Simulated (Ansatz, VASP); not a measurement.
## TiW3C4: VASP beside Ansatz

```
Ti W C
1.0
     3.46343    0.00000    0.00000
     0.00000    3.46343    0.00000
     0.00000    0.00000    9.79605
Ti W C
1 3 4
Direct
  0.00000 0.00000 0.00000
  0.50000 0.50000 0.25000
  0.00000 0.00000 0.50000
  0.50000 0.50000 0.75000
  0.00000 0.00000 0.25000
  0.50000 0.50000 0.50000
  0.00000 0.00000 0.75000
  0.50000 0.50000 0.00000
```

Alike in both runs: task single point; functional PBE; k mesh 6 × 6 × 2; occupations gaussian, width 0.1 eV; no spin polarisation.

```csv
,VASP,Ansatz
version,VASP 6.6.1,Ansatz 0.2.0
potentials or method,"VASP PAW PBE potentials, release 64 (Ti_sv, W_sv, C), cutoff 520 eV","scalar-relativistic, plane waves, PAW"
valence electrons in the cell,70,70
```

```tsv
	VASP	Ansatz	Ansatz less VASP
gap on the k mesh at the Fermi level (eV)	none	none	-
rms of the force components (eV/Å)	0.146	0.146	-0.0001
```

Atom by atom the forces differ by 0.002 eV/Å (rms over components). A gap of «none» marks a metal or a gap that the smearing closes. The functional is the same, so the differences come from potentials, cutoffs and numerics.

Spin-orbit coupling is off throughout.
